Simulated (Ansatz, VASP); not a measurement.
Two plane-wave programs on Be2Si

```xyz
3
Lattice="0.0000 2.6414 2.6414 2.6414 0.0000 2.6414 2.6414 2.6414 0.0000" Properties=species:S:1:pos:R:3 pbc="T T T"
Si    0.0000    0.0000    0.0000
Be    1.3207    1.3207    1.3207
Be    3.9621    3.9621    3.9621
```

Alike in both runs: task single point; functional r2SCAN; k mesh 6 × 6 × 6; occupations fermi-dirac, width 0.02 eV; no spin polarisation.

```csv
,VASP,Ansatz
version,VASP 6.6.1,Ansatz 0.2.0
potentials or method,"VASP PAW PBE potentials, release 64 (Si, Be)","plane waves, PAW"
plane-wave cutoff (eV),520,500
valence electrons in the cell,8,8
```

```csv
,VASP,Ansatz,Ansatz less VASP
pressure (GPa),0.1,0.0,-0.15
```

VASP's potentials were made for PBE, not for r2SCAN. With one functional, cell and mesh, what is left measures potentials, basis and numerics.
